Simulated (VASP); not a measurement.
Input of a VASP 6.6.1 run:

Contents of INCAR:

```
ALGO = Fast
EDIFF = 1E-7
ENCUT = 520
GGA = PS
ISIF = 2
ISMEAR = 0
LASPH = T
LCHARG = F
LREAL = F
LWAVE = F
NBANDS = 14
NELM = 100
PREC = Accurate
SIGMA = 0.15
```

KPOINTS

```
k-points
0
Gamma
  24 24 24
```

File POSCAR:

```
Rh
1.0
   -0.2007403949      1.8066635540      1.8066635540
    1.8066635540     -0.2007403949      1.8066635540
    1.8066635540      1.8066635540     -0.2007403949
Rh
1
Direct
    0.0000000000      0.0000000000      0.0000000000
```

Potentials or basis: VASP PAW PBE potentials, release 64 (Rh_pv).

Run with:

```console
$ cat potpaw_PBE.64/Rh_pv/POTCAR > POTCAR
$ mpirun -np 1 vasp_std > vasp.out
```

Question: What does it give for the band gap on the k mesh?

Answer: Zero (an odd number of electrons rules out a gap without spin polarisation).

Question: Estimate the pressure.

Answer: 3.9 GPa.

Stress tensor (GPa, compression positive):
```
 3.88 18.92 18.92
18.92  3.88 18.92
18.92 18.92  3.88
```

Caveat: the cell stands under pressure; the PAW data sets were made with another functional, which shifts forces and pressure a little.
